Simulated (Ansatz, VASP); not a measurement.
One calculation of W3O, two programs

File INCAR:

```
SYSTEM = W3O
ALGO = Fast ; EDIFF = 1E-6
ENCUT = 520 ; GGA = PE
ISIF = 2 ; ISMEAR = 0
LASPH = .True. ; LCHARG = .False.
LREAL = Auto ; LWAVE = .False.
NBANDS = 110 ; NELM = 80
PREC = Accurate ; SIGMA = 0.15
```

The input KPOINTS:

```
k-points
0
Gamma
  8 8 4
  0 0 0
```

POSCAR

```
W3O
1.0
    0.0000000000     -4.8845028678      0.0000000000
    0.0000000000      0.0000000000     -4.8845028678
    9.7690057356      0.0000000000      0.0000000000
W O
12 4
Direct
    0.2500000000      1.0000000000      0.2500000000
    0.2500000000      1.0000000000      0.7500000000
    0.5000000000      0.2500000000      0.5000000000
    0.5000000000      0.2500000000      0.0000000000
    1.0000000000      0.5000000000      0.1250000000
    1.0000000000      0.5000000000      0.6250000000
    0.7500000000      1.0000000000      0.2500000000
    0.7500000000      1.0000000000      0.7500000000
    0.5000000000      0.7500000000      0.5000000000
    0.5000000000      0.7500000000      0.0000000000
    1.0000000000      0.5000000000      0.3750000000
    1.0000000000      0.5000000000      0.8750000000
    0.5000000000      0.5000000000      0.2500000000
    0.5000000000      0.5000000000      0.7500000000
    0.0000000000      0.0000000000      0.0000000000
    0.0000000000      0.0000000000      0.5000000000
```

Input for Ansatz:

```yaml
crystal:
  lattice:
    - [0.0, -4.8845028678, 0.0]
    - [0.0, 0.0, -4.8845028678]
    - [9.7690057356, 0.0, 0.0]
  atoms:
    - { symbol: W, position: [0.25, 1.0, 0.25] }
    - { symbol: W, position: [0.25, 1.0, 0.75] }
    - { symbol: W, position: [0.5, 0.25, 0.5] }
    - { symbol: W, position: [0.5, 0.25, 0.0] }
    - { symbol: W, position: [1.0, 0.5, 0.125] }
    - { symbol: W, position: [1.0, 0.5, 0.625] }
    - { symbol: W, position: [0.75, 1.0, 0.25] }
    - { symbol: W, position: [0.75, 1.0, 0.75] }
    - { symbol: W, position: [0.5, 0.75, 0.5] }
    - { symbol: W, position: [0.5, 0.75, 0.0] }
    - { symbol: W, position: [1.0, 0.5, 0.375] }
    - { symbol: W, position: [1.0, 0.5, 0.875] }
    - { symbol: O, position: [0.5, 0.5, 0.25] }
    - { symbol: O, position: [0.5, 0.5, 0.75] }
    - { symbol: O, position: [0.0, 0.0, 0.0] }
    - { symbol: O, position: [0.0, 0.0, 0.5] }
basis:
  ecutwfc: 420
kpoints:
  mp_grid: { grid: [8, 8, 4] }
hamiltonian:
  xc: pbe
scf:
  occupations: { method: gaussian, width: 0.15 }
output:
  forces: true
  stress: true
  eigenvalues: true
  write_density: true
  write_potential: true
  elf: true
  volumetric_format: npy
```

Alike in both runs: task single point; functional PBE; k mesh 8 × 8 × 4; occupations gaussian, width 0.15 eV; no spin polarisation.

|  | VASP | Ansatz |
| --- | --- | --- |
| version | VASP 6.6.1 | Ansatz 0.2.0 |
| potentials or method | VASP PAW PBE potentials, release 64 (W_sv, O), cutoff 520 eV | scalar-relativistic, plane waves, PAW |
| valence electrons in the cell | 192 | 192 |

```tsv
	VASP	Ansatz	Ansatz less VASP
gap on the k mesh at the Fermi level (eV)	none	none	-
pressure (GPa)	0.8	0.0	-0.77
```

A gap of «none» marks a metal or a gap that the smearing closes.

Neither program's run includes spin-orbit coupling.
